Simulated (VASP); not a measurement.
A run of VASP 6.6.1:

Contents of INCAR:

```
SYSTEM = Mg
ALGO = Normal
EDIFF = 1E-6
ENCUT = 520
GGA = PS
ISIF = 2
ISMEAR = -1
LASPH = .TRUE.
LCHARG = .FALSE.
LREAL = .FALSE.
LWAVE = .FALSE.
NBANDS = 9
NELM = 100
PREC = Accurate
SIGMA = 0.05
```

File KPOINTS:

```
k-points
0
G
  8 8 5
  0 0 0
```

Contents of POSCAR:

```
Mg
1.0
    3.1739197646      0.0000000000      0.0000000000
   -1.5869598823      2.7486951457      0.0000000000
    0.0000000000      0.0000000000      5.1718277834
Mg
2
Direct
    0.3333333333      0.6666666667      0.2500000000
    0.6666666667      0.3333333333      0.7500000000
```

Potentials or basis: VASP PAW PBE potentials, release 64 (Mg).

Run with:

```sh
$ cat potpaw_PBE.64/Mg/POTCAR > POTCAR
$ mpirun -np 1 vasp_std > vasp.out
```

Hardware: 1 thread of Intel Xeon 8259CL, on a shared host.

Q: How long does it take, and how much memory?

A: Wall time 13 s on 1 thread of Intel Xeon 8259CL, with other jobs on the host, peak memory 0.16 GiB. Counts: scf iterations 9, k points 30.
